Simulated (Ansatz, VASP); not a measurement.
SiO2 in VASP and in Ansatz

Contents of INCAR:

```
PREC     = Accurate       # precision mode
ENCUT    = 520            # plane-wave cutoff, eV
EDIFF    = 1E-8           # SCF threshold, eV
ISMEAR   = -1             # smearing method
SIGMA    = 0.02           # smearing width, eV
LREAL    = False          # projectors in reciprocal space
LASPH    = True           # aspherical terms in the spheres
NELM     = 80             # most SCF steps
ALGO     = Normal         # electronic algorithm
ISIF     = 2              # what is computed and relaxed
LWAVE    = False          # write WAVECAR
LCHARG   = False          # write CHGCAR
GGA      = PE             # functional
LEFG     = True         
NBANDS   = 44             # bands
```

The input KPOINTS:

```
regular mesh
0
Gamma
  5 5 3
```

File POSCAR:

```
SiO2
1.0
    4.7460000000      0.0000000000      0.0000000000
    0.0000000000      4.7460000000      0.0000000000
    0.0000000000      0.0000000000      6.4450000000
Si O
4 8
Direct
    0.3237000000      0.3237000000      0.0000000000
    0.1763000000      0.8237000000      0.2500000000
    0.6763000000      0.6763000000      0.5000000000
    0.8237000000      0.1763000000      0.7500000000
    0.2338000000      0.1546000000      0.1992000000
    0.3454000000      0.7338000000      0.4492000000
    0.7662000000      0.8454000000      0.6992000000
    0.6546000000      0.2662000000      0.9492000000
    0.7338000000      0.3454000000      0.5508000000
    0.8454000000      0.7662000000      0.3008000000
    0.2662000000      0.6546000000      0.0508000000
    0.1546000000      0.2338000000      0.8008000000
```

Input for Ansatz:

```yaml
crystal:
  lattice:
    - [4.746, 0.0, 0.0]
    - [0.0, 4.746, 0.0]
    - [0.0, 0.0, 6.445]
  atoms:
    - { symbol: Si, position: [0.3237, 0.3237, 0.0] }
    - { symbol: Si, position: [0.1763, 0.8237, 0.25] }
    - { symbol: Si, position: [0.6763, 0.6763, 0.5] }
    - { symbol: Si, position: [0.8237, 0.1763, 0.75] }
    - { symbol: O, position: [0.2338, 0.1546, 0.1992] }
    - { symbol: O, position: [0.3454, 0.7338, 0.4492] }
    - { symbol: O, position: [0.7662, 0.8454, 0.6992] }
    - { symbol: O, position: [0.6546, 0.2662, 0.9492] }
    - { symbol: O, position: [0.7338, 0.3454, 0.5508] }
    - { symbol: O, position: [0.8454, 0.7662, 0.3008] }
    - { symbol: O, position: [0.2662, 0.6546, 0.0508] }
    - { symbol: O, position: [0.1546, 0.2338, 0.8008] }
kpoints:
  mp_grid: { grid: [5, 5, 3] }
scf:
  occupations: { method: fermi_dirac, width: 0.02 }
hamiltonian:
  xc: pbe
  pseudopotentials: { kind: paw, frozen_core: stored }
output:
  forces: true
  stress: true
  populations: true
  efg: { quadrupole_moments_barn: { O: -0.02558 } }
```

Alike in both runs: task electric field gradients; functional PBE; k mesh 5 × 5 × 3; occupations fermi-dirac, width 0.02 eV; no spin polarisation.

|  | VASP | Ansatz |
| --- | --- | --- |
| version | VASP 6.6.1 | Ansatz 0.2.0 |
| potentials or method | VASP PAW PBE potentials, release 64 (Si, O) | plane-wave PAW, scalar-relativistic |
| plane-wave cutoff (eV) | 520 | 420 |
| valence electrons in the cell | 64 | 64 |

```csv
,VASP,Ansatz,Ansatz less VASP
gap on the k mesh at the Fermi level (eV),6.13,6.12,-0.006
pressure (GPa),14.6,14.3,-0.27
"traceless stress, the component that is largest in VASP (GPa)",8.77,8.69,-0.081
rms of the force components (eV/Å),1.098,1.077,-0.0213
size of Vzz on the site where it differs most (V/Å²),78.7,85.4,+6.71
```

Atom by atom the forces differ by 0.024 eV/Å (rms over components).
